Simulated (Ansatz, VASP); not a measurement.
TaN: VASP beside Ansatz

```
Ta N
1.0
     2.93800   -0.02938   -0.02938
    -1.49444    2.55907   -0.01075
    -0.02883   -0.02883    2.88300
Ta N
1 1
Direct
  0.33333 0.66667 0.50000
  0.00000 0.00000 0.00000
```

Change from the starting cell: equal xy, yz and zx shear strains of -2 %.

Alike in both runs: task single point; functional LDA; k mesh 12 × 12 × 10; occupations fermi-dirac, width 0.02 eV; no spin polarisation.

|  | VASP | Ansatz |
| --- | --- | --- |
| version | VASP 6.6.1 | Ansatz 0.2.0 |
| potentials or method | VASP PAW LDA potentials, release 64 (Ta_pv, N), cutoff 520 eV | all-electron LAPW, scalar-relativistic |

```csv
,VASP,Ansatz,Ansatz less VASP
pressure (GPa),-9.4,-11.1,-1.72
"traceless stress, the component that is largest in VASP (GPa)",4.99,4.90,-0.090
rms of the force components (eV/Å),0.030,0.026,-0.0033
```

LDA's correlation is that of Perdew and Zunger in VASP and of Perdew and Wang (1992) in Ansatz. Atom by atom the forces differ by 0.004 eV/Å (rms over components). Ansatz ran all-electron here, and VASP with PAW potentials.

Neither program's run includes spin-orbit coupling.
